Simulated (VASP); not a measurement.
SiNi:

```
Ni Si
1.0
     5.18033    0.00000    0.00000
     0.00000    3.35551    0.00000
     0.00000    0.00000    5.59827
Ni Si
4 4
Direct
  0.99299 0.75000 0.18887
  0.00701 0.25000 0.81113
  0.50701 0.25000 0.68887
  0.49299 0.75000 0.31113
  0.81164 0.75000 0.58840
  0.18836 0.25000 0.41160
  0.68836 0.25000 0.08840
  0.31164 0.75000 0.91160
```

```yaml
Program: VASP 6.6.1
Task: relaxation of cell and atoms
Functional: PBEsol
Potentials_or_basis: VASP PAW PBE potentials, release 64 (Ni, Si)
Cutoff: 600 eV
k_mesh: 8 × 10 × 6
Occupations: gaussian, width 0.1 eV
Spin: no spin polarisation
```

At the start: pressure -4.5 GPa; volume 12.16 Å³/atom.

Task: Where does the relaxation end?

Result: Over 10 steps the energy falls by 11.0 meV/atom and the volume is 11.81 Å³/atom (-2.9 %); space group Pnma (No. 62, to 0.1 Å) before and after.

The path:
```csv
step,energy change (eV),largest force (eV/Å),pressure (GPa),volume (Å³)
1,0.0000,0.4075,-4.53,97.31
2,-0.0304,0.3070,4.99,92.55
3,-0.0538,0.3559,1.01,94.40
4,-0.0770,0.1578,0.49,94.52
5,-0.0832,0.1642,0.14,94.61
6,-0.0866,0.0459,-0.39,94.79
7,-0.0867,0.0279,-0.45,94.82
8,-0.0874,0.0265,0.37,94.36
9,-0.0875,0.0259,0.15,94.48
10,-0.0878,0.0072,0.00,94.51
```

Final structure:
```
Ni Si
1.0
     5.09404    0.00000    0.00000
     0.00000    3.35169    0.00000
     0.00000    0.00000    5.53547
Ni Si
4 4
Cartesian
  5.0454 2.5138 1.0374
  0.0486 0.8379 4.4981
  2.5956 0.8379 3.8051
  2.4984 2.5138 1.7304
  4.1836 2.5138 3.2437
  0.9104 0.8379 2.2918
  3.4574 0.8379 0.4760
  1.6366 2.5138 5.0595
```

Caveat: the PAW data sets were made with another functional, which shifts forces and pressure a little.
